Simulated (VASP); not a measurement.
A run of VASP 6.6.1 is set up as follows.

Contents of INCAR:

```
SYSTEM = BaS
  PREC = Accurate
  ENCUT = 520
  EDIFF = 1E-7
  ISMEAR = 0
  SIGMA = 0.05
  LREAL = .False.
  LASPH = .True.
  NELM = 60
  ALGO = Normal
  ISIF = 2
  LWAVE = .False.
  LCHARG = .False.
  GGA = PS
  NBANDS = 15
```

The input KPOINTS:

```
Automatic mesh
0
Gamma
  8 8 8
  0 0 0
```

Contents of POSCAR:

```
BaS
1.0
    0.0000000000      3.1663007200      3.1663007200
    3.1663007200      0.0000000000      3.1663007200
    3.1663007200      3.1663007200      0.0000000000
Ba S
1 1
Direct
   -0.0055830671      0.0055830671      0.0000000000
    0.5000000000      0.5000000000      0.5000000000
```

Potentials or basis: VASP PAW PBE potentials, release 64 (Ba_sv, S).

Run with:

```sh
$ cat potpaw_PBE.64/Ba_sv/POTCAR potpaw_PBE.64/S/POTCAR > POTCAR
$ mpirun -np 1 vasp_std > vasp.out
```

(1) Estimate the band gap on the k mesh.

(2) Predict the pressure.

## Answers

(1) 1.94 eV, indirect (least direct gap 2.06 eV).

(2) 0.7 GPa.

Caveat: the cell differs from its parent crystal (all Ba atoms moved +0.025 Å, as atom 1 along Cartesian [1 -1 0]); the PAW data sets were made with another functional, which shifts forces and pressure a little; spin-orbit coupling is left out, which moves the levels of the heavy elements.
